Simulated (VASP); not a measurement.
# YbB2 (P6/mmm) in VASP: further runs

Runs on YbB2. Level: PBE. Tasks: single point.

Everything below comes from runs of VASP 6.6.1. Logs are shortened: lines on timing, memory, paths and dates and some standing lists are left out, and cuts for length are marked.

## (1) The cell of the first run

The structure is hexagonal, space group P6/mmm (No. 191). Conventional cell: a = 3.250 Å, b = 3.250 Å, c = 3.732 Å, α = 90.00°, β = 90.00°, γ = 120.00°. Yb (site symmetry 6/mmm) has 12 B at 2.65 Å and 6 Yb at 3.25 Å within 3.5 Å. Within 2.5 Å of B (site symmetry -6m2) lie 3 B at 1.88 Å.

## (2) Single point, PBE, collinear spin, ferromagnetic start

File INCAR:

```
PREC = Accurate
ENCUT = 520
EDIFF = 1E-6
ISMEAR = -1
SIGMA = 0.05
LREAL = F
LASPH = T
NELM = 150
ALGO = Normal
ISIF = 2
LWAVE = F
LCHARG = F
ISPIN = 2
MAGMOM = 1.2 0 0
LORBIT = 11
NUPDOWN = 1.2
LMAXMIX = 6
GGA = PE
NBANDS = 26
```

File KPOINTS:

```
regular mesh
0
Gamma
  8 8 6
```

File POSCAR:

```
YbB2
1.0
    3.2503000000      0.0000000000      0.0000000000
   -1.6251500000      2.8148423699      0.0000000000
    0.0000000000      0.0000000000      3.7315000000
Yb B
1 2
Direct
    0.0000000000      0.0000000000      0.0000000000
    0.6666666667      0.3333333333      0.5000000000
    0.3333333333      0.6666666667      0.5000000000
```

Potentials or basis: VASP PAW PBE potentials, release 64 (Yb, B).

On the command line:

```
$ cat potpaw_PBE.64/Yb/POTCAR potpaw_PBE.64/B/POTCAR > POTCAR
$ mpirun -np 1 vasp_std > vasp.out
```

OUTCAR:

```text
PREC = Accurate
   ENCUT = 520
   EDIFF = 1E-6
   ISMEAR = -1
   LREAL = F
   LASPH = T
   NELM = 150
   ISIF = 2
   ISPIN = 2
   LORBIT = 11
   NUPDOWN = 1.2
   GGA = PE

 ion  position               nearest neighbor table
   1  0.000  0.000  0.000-   2 2.65   3 2.65   2 2.65   3 2.65   3 2.65   3 2.65   2 2.65   2 2.65
                             2 2.65   2 2.65   3 2.65   3 2.65
   2  0.667  0.333  0.500-   3 1.88   3 1.88   3 1.88   1 2.65   1 2.65   1 2.65   1 2.65   1 2.65
                             1 2.65
   3  0.333  0.667  0.500-   2 1.88   2 1.88   2 1.88   1 2.65   1 2.65   1 2.65   1 2.65   1 2.65
                             1 2.65

  LATTYP: Found a hexagonal cell.
 ALAT       =     3.2503000000
 C/A-ratio  =     1.1480478725

  Lattice vectors:

 A1 = (   3.2503000000,   0.0000000000,   0.0000000000)
 A2 = (  -1.6251500000,   2.8148423699,   0.0000000000)
 A3 = (   0.0000000000,   0.0000000000,   3.7315000000)

Analysis of symmetry for initial positions (statically):
=====================================================================
 Subroutine PRICEL returns:
 Original cell was already a primitive cell.

 Routine SETGRP: Setting up the symmetry group for a
 hexagonal supercell.

 Subroutine GETGRP returns: Found 24 space group operations
 (whereof 24 operations were pure point group operations)
 out of a pool of 24 trial point group operations.

The static configuration has the point symmetry D_6h.

Analysis of symmetry for dynamics (positions and initial velocities):
=====================================================================
 Subroutine PRICEL returns:
 Original cell was already a primitive cell.

 Routine SETGRP: Setting up the symmetry group for a
 hexagonal supercell.

 Subroutine GETGRP returns: Found 24 space group operations
 (whereof 24 operations were pure point group operations)
 out of a pool of 24 trial point group operations.

The dynamic configuration has the point symmetry D_6h.

Analysis of structural, dynamic, and magnetic symmetry:
=====================================================================
 Subroutine PRICEL returns:
 Original cell was already a primitive cell.

 Routine SETGRP: Setting up the symmetry group for a
 hexagonal supercell.

 Subroutine GETGRP returns: Found 24 space group operations
 (whereof 24 operations were pure point group operations)
 out of a pool of 24 trial point group operations.

The overall configuration has the point symmetry D_6h.

 Subroutine INISYM returns: Found 24 space group operations
 (whereof 24 operations are pure point group operations),
 and found     1 'primitive' translations

----------------------------------------------------------------------------------------

                                     Primitive cell

  volume of cell :      34.1398

  direct lattice vectors                    reciprocal lattice vectors
     3.250300000  0.000000000  0.000000000     0.307663908  0.177629840  0.000000000
    -1.625150000  2.814842370  0.000000000     0.000000000  0.355259680  0.000000000
     0.000000000  0.000000000  3.731500000     0.000000000  0.000000000  0.267988744

  length of vectors
     3.250300000  3.250300000  3.731500000     0.355259680  0.355259680  0.267988744

  position of ions in fractional coordinates (direct lattice)
     0.000000000  0.000000000  0.000000000
     0.666666667  0.333333333  0.500000000
     0.333333333  0.666666667  0.500000000

  ion indices of the primitive-cell ions
   primitive index   ion index
                 1           1
                 2           2
                 3           3

----------------------------------------------------------------------------------------

 KPOINTS: regular mesh

Automatic generation of k-mesh.
 Grid dimensions read from file:
 generate k-points for:    8    8    6

 Generating k-lattice:

  Cartesian coordinates                     Fractional coordinates (reciprocal lattice)
     0.038457988  0.022203730  0.000000000     0.125000000  0.000000000  0.000000000
     0.000000000  0.044407460  0.000000000     0.000000000  0.125000000  0.000000000
     0.000000000  0.000000000  0.044664791     0.000000000  0.000000000  0.166666667

  Length of vectors
     0.044407460  0.044407460  0.044664791

  Shift w.r.t. Gamma in fractional coordinates (k-lattice)
     0.000000000  0.000000000  0.000000000

 Subroutine IBZKPT returns following result:
 ===========================================

 Found     40 irreducible k-points:

 Following reciprocal coordinates:
            Coordinates               Weight
  0.000000  0.000000  0.000000      1.000000
  0.125000  0.000000  0.000000      6.000000
  0.250000  0.000000  0.000000      6.000000
  0.375000  0.000000  0.000000      6.000000
  0.500000  0.000000  0.000000      3.000000
  0.125000  0.125000  0.000000      6.000000
[... 16 lines left out ...]
  0.250000  0.000000  0.333333     12.000000
  0.375000  0.000000  0.333333     12.000000
 [... further k-points ...]
   k-points           NKPTS =     40   k-points in BZ     NKDIM =     40   number of bands    NBANDS=     26
   number of dos      NEDOS =    301   number of ions     NIONS =      3
   total plane-waves  NPLWV =  16128
   dimension x,y,z NGX =    24 NGY =   24 NGZ =   28
   dimension x,y,z NGXF=    48 NGYF=   48 NGZF=   56
   ions per type =               1   2
   NGX,Y,Z   is equivalent  to a cutoff of  12.28, 12.28, 12.47 a.u.
   NGXF,Y,Z  is equivalent  to a cutoff of  24.55, 24.55, 24.95 a.u.
 SYSTEM =  unknown system
   PREC   = accura    normal or accurate (medium, high low for compatibility)
   ISTART =      0    job   : 0-new  1-cont  2-samecut
   ICHARG =      2    charge: 1-file 2-atom 10-const
   ISPIN  =      2    spin polarized calculation?
   LNONCOLLINEAR =      F non collinear calculations
   LSORBIT =      F    spin-orbit coupling
   LASPH  =      T    aspherical Exc in radial PAW
   ENCUT  =  520.0 eV  38.22 Ry    6.18 a.u.   6.04  6.04  6.94*2*pi/ulx,y,z
   NELM   =    150;   NELMIN=  2; NELMDL= -5     # of ELM steps
   EDIFF  = 0.1E-05   stopping-criterion for ELM
   LREAL  =      F    real-space projection
[... 7 lines left out ...]
   TEBEG  =    0.0;   TEEND  =   0.0 temperature during run
   PSTRESS=    0.0 pullay stress
   NELECT =      30.0000    total number of electrons
   NUPDOWN=       1.2000    fix difference up-down
   EMIN   =  10.00;   EMAX   =-10.00  energy-range for DOS
   EFERMI =   0.00;   METHOD = LEGACY
   ISMEAR =    -1;   SIGMA  =   0.05  broadening in eV -4-tet -1-fermi 0-gaus
   EFERMI_NEDOS =   21; number of points for ismear=-14 and -15
   IALGO  =     38    algorithm
   IMIX   =      4    mixing-type and parameters
     AMIX     =   0.40;   BMIX     =  1.00
     AMIX_MAG =   1.60;   BMIX_MAG =  1.00
  volume/ion in A,a.u.               =      11.38        76.80
  Fermi-wavevector in a.u.,A,eV,Ry     =   1.568056  2.963196 33.454003  2.458800
  Thomas-Fermi vector in A             =   2.670144
   LORBIT       =     11    0 simple, 1 ext, 2 COOP (PROOUT), +10 PAW based schemes
   GGA     = PE    functional components
   LHFCALC =     F    Hartree Fock is set to
   AEXX    =    0.0000 exact exchange contribution
   IVDW    =     0    specifies the selected vdW correction
   LEPSILON=     F    determine dielectric tensor
   LRPA    =     F    only Hartree local field effects (RPA)
 spin polarized calculation
  energy-cutoff  :      520.00
  volume of cell :       34.14
 maximum number of plane-waves:       936
   NGX = 13   NGY = 13   NGZ = 13

 number of electron      30.0000000 magnetization       1.2000000

 Free energy of the ion-electron system (eV)
  ---------------------------------------------------
  ext. energy  EPLUGINS =         0.00000000
  ---------------------------------------------------
  free energy    TOTEN  =       -17.90167748 eV

  energy without entropy =      -17.86164352  energy(sigma->0) =      -17.88166050

 E-fermi :   3.7614     XC(G=0): -12.3172

 val. band max:        4.7739738786   @ k =   0.1250   0.1250   0.0000
 cond. band min:       3.7652224703   @ k =   0.1250   0.1250   0.5000
 fundamental gap:     -1.0087514083
 Fermi energy:         4.8064110807

 spin component 1

 k-point     1 :       0.0000    0.0000    0.0000
  band No.  band energies     occupation
      1     -47.1175      1.00000
      2     -19.2800      1.00000
      3     -18.8684      1.00000
      4     -18.8684      1.00000
      5      -7.1677      1.00000
      6       2.2385      1.00000
[... 18 lines left out ...]
     25      14.0874      0.00000
     26      20.9376      0.00000
[... 644 lines left out ...]
      4     -19.0315      1.00000
      5      -4.4086      1.00000
      6      -1.2077      1.00000
[... 18 lines left out ...]
     25      17.5148      0.00000
     26      18.7076      0.00000

 [... further k-points ...]

 spin component 2

 k-point     1 :       0.0000    0.0000    0.0000
  band No.  band energies     occupation
      1     -46.8190      1.00000
      2     -19.0457      1.00000
      3     -18.6043      1.00000
      4     -18.6043      1.00000
      5      -6.8975      1.00000
      6       2.6503      1.00000
[... 18 lines left out ...]
     25      14.3415      0.00000
     26      21.2608      0.00000
[... 644 lines left out ...]
      4     -18.7645      1.00000
      5      -4.1636      1.00000
      6      -0.9616      1.00000
[... 18 lines left out ...]
     25      17.7736      0.00000
     26      19.1554      0.00000

 [... further k-points ...]
[... 5 lines left out ...]
  --------------------------------------------------------------------------------------
  -------------------------------------------------------------------------------------
  Total       -0.1508132     -0.1508132      1.6876320      0.0000000     -0.0000000      0.0000000
  in kB       -7.0776474     -7.0776474     79.2003966      0.0000000     -0.0000000      0.0000000
  external PRESSURE =      21.6817006 kB  Pullay stress =       0.0000000 kB

 VOLUME and BASIS-vectors are now :
 -----------------------------------------------------------------------------
  energy-cutoff  :      520.00
  volume of cell :       34.14
      direct lattice vectors                 reciprocal lattice vectors
     3.250300000  0.000000000  0.000000000     0.307663908  0.177629840  0.000000000
    -1.625150000  2.814842370  0.000000000     0.000000000  0.355259680  0.000000000
     0.000000000  0.000000000  3.731500000     0.000000000  0.000000000  0.267988744

 POSITION                                       TOTAL-FORCE (eV/Angst)
 -----------------------------------------------------------------------------------
      0.00000      0.00000      0.00000         0.000000      0.000000      0.000000
      1.62515      0.93828      1.86575        -0.000000      0.000000      0.000000
     -0.00000      1.87656      1.86575         0.000000      0.000000      0.000000
 -----------------------------------------------------------------------------------
    total drift:                               -0.000000      0.000000     -0.000000

  FREE ENERGIE OF THE ION-ELECTRON SYSTEM (eV)
  ---------------------------------------------------
  free  energy   TOTEN  =       -17.9016774777 eV

  energy  without entropy=      -17.8616435190  energy(sigma->0) =      -17.88166050

 total charge

# of ion       s       p       d       f       tot
--------------------------------------------------
    1        2.169   6.161   0.711  13.303  22.344
    2        0.669   1.154   0.000   0.000   1.823
    3        0.669   1.154   0.000   0.000   1.823
--------------------------------------------------
tot          3.506   8.470   0.711  13.303  25.990

 magnetization (x)

# of ion       s       p       d       f       tot
--------------------------------------------------
    1        0.004   0.037   0.153   0.544   0.738
    2        0.002   0.084   0.000   0.000   0.087
    3        0.002   0.084   0.000   0.000   0.087
--------------------------------------------------
tot          0.009   0.205   0.153   0.544   0.911
```

Run time: 64 s. Hardware: 1 thread of Intel Xeon 6975P-C (Granite Rapids), shared host; peak memory 0.2 GiB.

What came out:

- Free energy: -17.9017 eV
- Pressure: 2.2 GPa
- Net moment: 1.20 μB per cell
- Site moments: Yb +0.74; B +0.09 μB
- Valence electrons inside the program's atomic spheres: Yb 22.34; B 1.82

Stress tensor (GPa, compression positive):
```
-0.71  0.00  0.00
 0.00 -0.71  0.00
 0.00  0.00  7.92
```

Caveat: the stress differs along the axes, from -1 to 8 GPa; spin-orbit coupling is left out, which moves the levels of the heavy elements; the total moment is fixed, so each spin has its own Fermi level and the state may be an excited one. The state reached can hang on the start; a lower one may exist.

## (3) Single point, PBE, collinear spin, ferromagnetic start

File INCAR:

```
PREC     = Accurate       # precision mode
ENCUT    = 520            # plane-wave cutoff, eV
EDIFF    = 1E-7           # SCF threshold, eV
ISMEAR   = -1             # smearing method
SIGMA    = 0.05           # smearing width, eV
LREAL    = F              # projectors in reciprocal space
LASPH    = T              # aspherical terms in the spheres
NELM     = 150            # most SCF steps
ALGO     = Normal         # electronic algorithm
ISIF     = 2              # what is computed and relaxed
LWAVE    = F              # write WAVECAR
LCHARG   = T              # write CHGCAR
ISPIN    = 2              # spin polarisation
MAGMOM   = 1.5 0 0        # initial moments
LORBIT   = 11             # projections on sites
NUPDOWN  = 1.5            # fixed moment
LMAXMIX  = 6              # l up to which the mixer works
GGA      = PE             # functional
LELF     = T              # ELF
LVHAR    = T            
NBANDS   = 26             # bands
```

File KPOINTS:

```
Automatic mesh
0
Gamma
  8 8 6
```

POSCAR is that of step 2.

Potentials or basis: VASP PAW PBE potentials, release 64 (Yb, B).

On the command line:

```
$ cat potpaw_PBE.64/Yb/POTCAR potpaw_PBE.64/B/POTCAR > POTCAR
$ mpirun -np 1 vasp_std > vasp.out
```

Wall time 67 s (1 thread of Intel Xeon 6975P-C (Granite Rapids), shared host); peak memory 0.21 GiB.

The run converged. Its results:

- Free energy: -17.7009 eV
- Pressure: 1.6 GPa
- Net moment: 1.50 μB per cell
- Site moments: Yb +0.87; B +0.11 μB
- Valence electrons inside the program's atomic spheres: Yb 22.34; B 1.82

Stress tensor (GPa, compression positive):
```
-1.39  0.00  0.00
 0.00 -1.39  0.00
 0.00  0.00  7.56
```

Caveat: the stress differs along the axes, from -1 to 8 GPa; spin-orbit coupling is left out, which moves the levels of the heavy elements; the total moment is fixed, so each spin has its own Fermi level and the state may be an excited one. The state reached can hang on the start; a lower one may exist.

(Continued in part 2 of 2.)
